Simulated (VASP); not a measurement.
# WC (Qusongite) (P-6m2) in VASP: a series of runs, part 2 of 2

VASP 6.6.1. Earlier steps stand in the parts before.

### Step 4. Relaxation of cell and atoms, PBEsol, target pressure 20 GPa, at which the enthalpy is minimised

The input, INCAR:

```
SYSTEM = WC
ALGO = Normal
EDIFF = 1E-6
EDIFFG = -0.01
ENCUT = 600
GGA = PS
IBRION = 2
ISIF = 3
ISMEAR = -1
LASPH = .True.
LCHARG = .False.
LREAL = .False.
LWAVE = .False.
NELM = 60
NSW = 60
PREC = Accurate
PSTRESS = 200.0
SIGMA = 0.05
```

The input, KPOINTS:

```
k-points
0
Gamma
  10 10 9
  0 0 0
```

The input, POSCAR:

```
WC
1.0
    2.9065000000      0.0000000000      0.0000000000
   -1.4532500000      2.5171028361      0.0000000000
    0.0000000000      0.0000000000      2.8366000000
W C
1 1
Direct
    0.0000000000      0.0000000000      0.0000000000
    0.6666666667      0.3333333333      0.5000000000
```

Potentials or basis: VASP PAW PBE potentials, release 64 (W_sv, C).

Started as:

```bash
> cat potpaw_PBE.64/W_sv/POTCAR potpaw_PBE.64/C/POTCAR > POTCAR
> mpirun -np 1 vasp_std > vasp.out
```

OUTCAR:

```text
SYSTEM = WC
   EDIFF = 1E-6
   EDIFFG = -0.01
   ENCUT = 600
   GGA = PS
   IBRION = 2
   ISIF = 3
   ISMEAR = -1
   LASPH = .True.
   LREAL = .False.
   NELM = 60
   NSW = 60
   PREC = Accurate
   PSTRESS = 200.0

 ion  position               nearest neighbor table
   1  0.000  0.000  0.000-   2 2.20   2 2.20   2 2.20   2 2.20   2 2.20   2 2.20
   2  0.667  0.333  0.500-   1 2.20   1 2.20   1 2.20   1 2.20   1 2.20   1 2.20

  LATTYP: Found a hexagonal cell.
 ALAT       =     2.9065000000
 C/A-ratio  =     0.9759504559

  Lattice vectors:

 A1 = (   2.9065000000,   0.0000000000,   0.0000000000)
 A2 = (  -1.4532500000,   2.5171028361,   0.0000000000)
 A3 = (   0.0000000000,   0.0000000000,   2.8366000000)

Analysis of symmetry for initial positions (statically):
=====================================================================
 Subroutine PRICEL returns:
 Original cell was already a primitive cell.

 Routine SETGRP: Setting up the symmetry group for a
 hexagonal supercell.

 Subroutine GETGRP returns: Found 12 space group operations
 (whereof 12 operations were pure point group operations)
 out of a pool of 24 trial point group operations.

The static configuration has the point symmetry D_3h.

Analysis of symmetry for dynamics (positions and initial velocities):
=====================================================================
 Subroutine PRICEL returns:
 Original cell was already a primitive cell.

 Routine SETGRP: Setting up the symmetry group for a
 hexagonal supercell.

 Subroutine GETGRP returns: Found 12 space group operations
 (whereof 12 operations were pure point group operations)
 out of a pool of 24 trial point group operations.

The dynamic configuration has the point symmetry D_3h.

 Subroutine INISYM returns: Found 12 space group operations
 (whereof 12 operations are pure point group operations),
 and found     1 'primitive' translations

----------------------------------------------------------------------------------------

                                     Primitive cell

  volume of cell :      20.7525

  direct lattice vectors                    reciprocal lattice vectors
     2.906500000  0.000000000  0.000000000     0.344056425  0.198641070  0.000000000
    -1.453250000  2.517102836  0.000000000     0.000000000  0.397282139  0.000000000
     0.000000000  0.000000000  2.836600000     0.000000000  0.000000000  0.352534725

  length of vectors
     2.906500000  2.906500000  2.836600000     0.397282139  0.397282139  0.352534725

  position of ions in fractional coordinates (direct lattice)
     0.000000000  0.000000000  0.000000000
     0.666666667  0.333333333  0.500000000

  ion indices of the primitive-cell ions
   primitive index   ion index
                 1           1
                 2           2

----------------------------------------------------------------------------------------

 KPOINTS: k-points

Automatic generation of k-mesh.
 Grid dimensions read from file:
 generate k-points for:   10   10    9

 Generating k-lattice:

  Cartesian coordinates                     Fractional coordinates (reciprocal lattice)
     0.034405643  0.019864107  0.000000000     0.100000000  0.000000000  0.000000000
     0.000000000  0.039728214  0.000000000     0.000000000  0.100000000  0.000000000
     0.000000000  0.000000000  0.039170525     0.000000000  0.000000000  0.111111111
[... 40 lines left out ...]
   number of dos      NEDOS =    301   number of ions     NIONS =      2
   total plane-waves  NPLWV =  13824
   dimension x,y,z NGX =    24 NGY =   24 NGZ =   24
   dimension x,y,z NGXF=    48 NGYF=   48 NGZF=   48
   ions per type =               1   1
   NGX,Y,Z   is equivalent  to a cutoff of  13.73, 13.73, 14.07 a.u.
   NGXF,Y,Z  is equivalent  to a cutoff of  27.46, 27.46, 28.13 a.u.
 SYSTEM =  WC
   PREC   = accura    normal or accurate (medium, high low for compatibility)
   ISTART =      0    job   : 0-new  1-cont  2-samecut
   ICHARG =      2    charge: 1-file 2-atom 10-const
   ISPIN  =      1    spin polarized calculation?
   LNONCOLLINEAR =      F non collinear calculations
   LSORBIT =      F    spin-orbit coupling
   LASPH  =      T    aspherical Exc in radial PAW
   ENCUT  =  600.0 eV  44.10 Ry    6.64 a.u.   5.81  5.81  5.67*2*pi/ulx,y,z
   NELM   =     60;   NELMIN=  2; NELMDL= -5     # of ELM steps
   EDIFF  = 0.1E-05   stopping-criterion for ELM
   LREAL  =      F    real-space projection
   EDIFFG = -.1E-01   stopping-criterion for IOM
   NSW    =     60    number of steps for IOM
   IBRION =      2    ionic relax: 0-MD 1-quasi-New 2-CG
   NFREE  =      1    steps in history (QN), initial steepest desc. (CG)
   ISIF   =      3    stress and relaxation
   ISYM   =      2    0-nonsym 1-usesym 2-fastsym
   POTIM  = 0.5000    time-step for ionic-motion
   TEBEG  =    0.0;   TEEND  =   0.0 temperature during run
   PSTRESS=  200.0 pullay stress
   NELECT =      18.0000    total number of electrons
   NUPDOWN=      -1.0000    fix difference up-down
   EMIN   =  10.00;   EMAX   =-10.00  energy-range for DOS
[... 5 lines left out ...]
     AMIX     =   0.40;   BMIX     =  1.00
     AMIX_MAG =   1.60;   BMIX_MAG =  1.00
  volume/ion in A,a.u.               =      10.38        70.02
  Fermi-wavevector in a.u.,A,eV,Ry     =   1.561262  2.950358 33.164744  2.437540
  Thomas-Fermi vector in A             =   2.664353
   LORBIT       =      0    0 simple, 1 ext, 2 COOP (PROOUT), +10 PAW based schemes
   GGA     = PS    functional components
   LHFCALC =     F    Hartree Fock is set to
   AEXX    =    0.0000 exact exchange contribution
   IVDW    =     0    specifies the selected vdW correction
   LEPSILON=     F    determine dielectric tensor
   LRPA    =     F    only Hartree local field effects (RPA)
 conjugate gradient relaxation of ions
 non-spin polarized calculation
  energy-cutoff  :      600.00
  volume of cell :       20.75
 maximum number of plane-waves:       703
 NGX is ok and might be reduce to    24
   NGX = 11   NGY = 11   NGZ = 11

--------------------------------------- Ionic step        1  -------------------------------------------

 number of electron      18.0000000 magnetization

 Free energy of the ion-electron system (eV)
  ---------------------------------------------------
  ext. energy  EPLUGINS =         0.00000000
  ---------------------------------------------------
  free energy    TOTEN  =       -23.90494398 eV

  energy without entropy =      -23.90315426  energy(sigma->0) =      -23.90404912

------------------------ aborting loop because EDIFF is reached ----------------------------------------

  FORCE on cell =-STRESS in cart. coord.  units (eV):
  Direction    XX          YY          ZZ          XY          YZ          ZX
  --------------------------------------------------------------------------------------
  -------------------------------------------------------------------------------------
  Total       -0.2534341     -0.2534341     -0.3981883      0.0000000      0.0000000      0.0000000
  in kB      -19.5661867    -19.5661867    -30.7418312      0.0000000      0.0000000      0.0000000
  external PRESSURE =    -223.2914015 kB  Pullay stress =     200.0000000 kB
[... 215 lines left out ...]
--------------------------------------- Ionic step        7  -------------------------------------------

 number of electron      18.0000000 magnetization

 Free energy of the ion-electron system (eV)
  ---------------------------------------------------
  ext. energy  EPLUGINS =         0.00000000
  ---------------------------------------------------
  free energy    TOTEN  =       -23.85130372 eV

  energy without entropy =      -23.84941391  energy(sigma->0) =      -23.85035882

 E-fermi :  11.6468     XC(G=0): -14.2097

 val. band max:       11.5428999371   @ k =   0.0000   0.0000   0.3333
 cond. band min:      11.6473205412   @ k =   0.1000   0.0000   0.3333
 fundamental gap:      0.1044206041
 Fermi energy:        11.6467722854

 k-point     1 :       0.0000    0.0000    0.0000
  band No.  band energies     occupation
      1     -62.1631      2.00000
      2     -26.1605      2.00000
      3     -26.0201      2.00000
      4     -26.0201      2.00000
      5      -3.1554      2.00000
      6       7.0323      2.00000
      7       8.1389      2.00000
      8       8.1389      2.00000
      9      11.7615      0.18311
     10      15.1259      0.00000
     11      15.1259      0.00000
     12      17.5905      0.00000
     13      17.5905      0.00000
[... 354 lines left out ...]
  band No.  band energies     occupation
      1     -62.0821      2.00000
      2     -26.9418      2.00000
      3     -26.2945      2.00000
      4     -26.1208      2.00000
      5       0.5051      2.00000
      6       4.4740      2.00000
      7       7.1847      2.00000
      8       8.7878      2.00000
      9      10.3142      2.00000
     10      14.4844      0.00000
     11      15.9975      0.00000
     12      16.9860      0.00000
     13      19.0888      0.00000

 [... further k-points ...]
[... 5 lines left out ...]
  --------------------------------------------------------------------------------------
  -------------------------------------------------------------------------------------
  Total        2.4772160      2.4772160      2.4804257     -0.0000000      0.0000000      0.0000000
  in kB      201.1344137    201.1344137    201.3950234     -0.0000000      0.0000000      0.0000000
  external PRESSURE =       1.2212836 kB  Pullay stress =     200.0000000 kB
[... 21 lines left out ...]
  energy  without entropy=      -23.8494139131  energy(sigma->0) =      -23.85035882

  enthalpy is  TOTEN    =       -21.3880594550 eV   P V=        2.4632442662

 reached required accuracy - stopping structural energy minimisation
```

OSZICAR:

```text
N       E                     dE             d eps       ncg     rms          rms(c)
DAV:   1     0.119909783448E+03    0.11991E+03   -0.10624E+04  1820   0.171E+03
DAV:   2    -0.224752854573E+02   -0.14239E+03   -0.13871E+03  2060   0.408E+02
DAV:   3    -0.267662195737E+02   -0.42909E+01   -0.42515E+01  2221   0.639E+01
[... 57 lines left out ...]
DAV:   2    -0.238517340943E+02    0.11832E-02   -0.22642E-03  1925   0.483E-01    0.108E-01
DAV:   3    -0.238513051036E+02    0.42899E-03   -0.11165E-03  1955   0.315E-01    0.461E-02
DAV:   4    -0.238513050234E+02    0.80218E-07   -0.28875E-05  1915   0.574E-02    0.260E-02
DAV:   5    -0.238513038594E+02    0.11640E-05   -0.24039E-06  1924   0.166E-02    0.242E-03
DAV:   6    -0.238513037211E+02    0.13824E-06   -0.35076E-07   930   0.617E-03
   7 F= -.21388059E+02 E0= -.21387115E+02  d E =-.465076E-03
```

It took 1.8 min on 1 thread of AMD EPYC 7R43 (Zen 3), shared host; peak memory 0.13 GiB.

Results:

- Free energy: -23.8513 eV
- Relaxed volume: 9.87 Å³/atom
- Relaxed cell: a = 2.855 Å, b = 2.855 Å, c = 2.795 Å, α = 90.00°, β = 90.00°, γ = 120.00°
- Space group after relaxing (to 0.05 Å): P-6m2 (No. 187)
- Energy change on relaxing (the enthalpy is what falls): +26.8 meV/atom
- Ionic steps: 7
- Pressure after relaxing: 20.1 GPa
- Band gap on the k mesh: zero (band 9 reaches 12.33 eV, above the bottom of band 10 at 11.05 eV)

Step by step:
| step | energy change (eV) | largest force (eV/Å) | pressure (GPa) | volume (Å³) |
| --- | --- | --- | --- | --- |
| 1 | 0.0000 | 0.0000 | -2.33 | 20.75 |
| 2 | 1.3879 | 0.0000 | 135.53 | 16.71 |
| 3 | 0.0440 | 0.0000 | 18.30 | 19.82 |
| 4 | 0.0506 | 0.0000 | 19.58 | 19.76 |
| 5 | 0.0530 | 0.0000 | 20.06 | 19.74 |
| 6 | 0.0554 | 0.0000 | 20.19 | 19.72 |
| 7 | 0.0536 | 0.0000 | 20.12 | 19.73 |

Final structure:
```yaml
crystal:
  lattice:
    - [2.85537, 0.00000, 0.00000]
    - [-1.42768, 2.47282, 0.00000]
    - [0.00000, 0.00000, 2.79469]
  atoms:
    - { symbol: W, position: [0.00000, 0.00000, 0.00000] }
    - { symbol: C, position: [0.66667, 0.33333, 0.50000] }
```

Caveat: the cell is relaxed towards a set pressure, so the enthalpy falls and the energy may rise; the PAW data sets were made with another functional, which shifts forces and pressure a little; spin-orbit coupling is left out, which moves the levels of the heavy elements.

### Step 5. Relaxation of cell and atoms, PBEsol, target pressure 30 GPa, at which the enthalpy is minimised

The input, INCAR:

```
SYSTEM = WC
PREC = Accurate ; ENCUT = 600
EDIFF = 1E-6 ; ISMEAR = -1
SIGMA = 0.05 ; LREAL = .False.
LASPH = .True. ; NELM = 80
ALGO = Normal ; ISIF = 3
LWAVE = .False. ; LCHARG = .False.
GGA = PS ; IBRION = 2
NSW = 60 ; EDIFFG = -0.01
PSTRESS = 300.0
```

The input, KPOINTS:

```
regular mesh
0
Gamma
  10 10 9
  0 0 0
```

POSCAR is that of step 4.

Started as:

```bash
> cat potpaw_PBE.64/W_sv/POTCAR potpaw_PBE.64/C/POTCAR > POTCAR
> mpirun -np 1 vasp_std > vasp.out
```

Wall time 1.7 min (1 thread of AMD EPYC 7R43 (Zen 3), shared host); peak memory 0.13 GiB.

It converged, with:

```yaml
Free_energy: -23.7922 eV
Relaxed_volume: 9.68 Å³/atom
Relaxed_cell: a = 2.835 Å, b = 2.835 Å, c = 2.780 Å, α = 90.00°, β = 90.00°, γ = 120.00°
Space_group_after_relaxing_to_0.05_Å: P-6m2 (No. 187)
Energy_change_on_relaxing_the_enthalpy_is_what_falls: +56.4 meV/atom
Ionic_steps: 7
Pressure_after_relaxing: 30.1 GPa
Band_gap_on_the_k_mesh: zero (band 9 reaches 12.62 eV, above the bottom of band 10 at 11.32 eV)
```

Step by step:
```tsv
step	energy change (eV)	largest force (eV/Å)	pressure (GPa)	volume (Å³)
1	0.0000	0.0000	-2.33	20.75
2	3.2937	0.0000	247.56	15.08
3	0.0852	0.0000	25.88	19.52
4	0.1048	0.0000	28.95	19.40
5	0.1116	0.0000	29.99	19.37
6	0.1165	0.0000	30.16	19.34
7	0.1128	0.0000	30.05	19.35
```

Final structure:
```
W C
1.0
     2.83547    0.00000    0.00000
    -1.41774    2.45559    0.00000
     0.00000    0.00000    2.77962
W C
1 1
Direct
  0.00000 0.00000 0.00000
  0.66667 0.33333 0.50000
```

Levels at points of the mesh, in eV from the Fermi level:
| k point | band 5 | band 6 | band 7 | band 8 | band 9 | band 10 | band 11 | band 12 | band 13 |
| --- | --- | --- | --- | --- | --- | --- | --- | --- | --- |
| (0.00, 0.00, 0.00) | -14.95 | -4.73 | -3.58 | -3.58 | 0.11 | 3.57 | 3.57 | 6.05 | 6.05 |
| (0.50, 0.00, 0.00) | -11.34 | -7.33 | -3.97 | -3.91 | -0.42 | 2.56 | 5.03 | 5.47 | 7.29 |

Caveat: the cell is relaxed towards a set pressure, so the enthalpy falls and the energy may rise; the PAW data sets were made with another functional, which shifts forces and pressure a little; spin-orbit coupling is left out, which moves the levels of the heavy elements.

### Step 6. Summary

```tsv
task	level	cell	k mesh	cutoff (eV)	grid for exact exchange (PRECFOCK)	screening parameter	gap on the mesh (eV)	pressure (GPa)
single point	HSE06	as given	6 × 6 × 6	520	Normal	0.2079 1/Å	none	-3.3
relaxation of cell and atoms	PBEsol	relaxed to 10 GPa	10 × 10 × 9	600	-	-	none	10.0
relaxation of cell and atoms	PBEsol	relaxed to 20 GPa	10 × 10 × 9	600	-	-	none	20.1
relaxation of cell and atoms	PBEsol	relaxed to 30 GPa	10 × 10 × 9	600	-	-	none	30.1
```

Alike in all rows: potentials or basis VASP PAW PBE potentials, release 64 (W_sv, C); no spin polarisation; smearing fermi-dirac 0.05 eV.

Caveats: some runs use coarse meshes; the PAW data sets were made with another functional, which shifts forces and pressure a little; spin-orbit coupling is left out, which moves the levels of the heavy elements; the cell is relaxed towards a set pressure, so the enthalpy falls and the energy may rise (some runs).

Absolute energies hang on the potentials; compare differences alone.
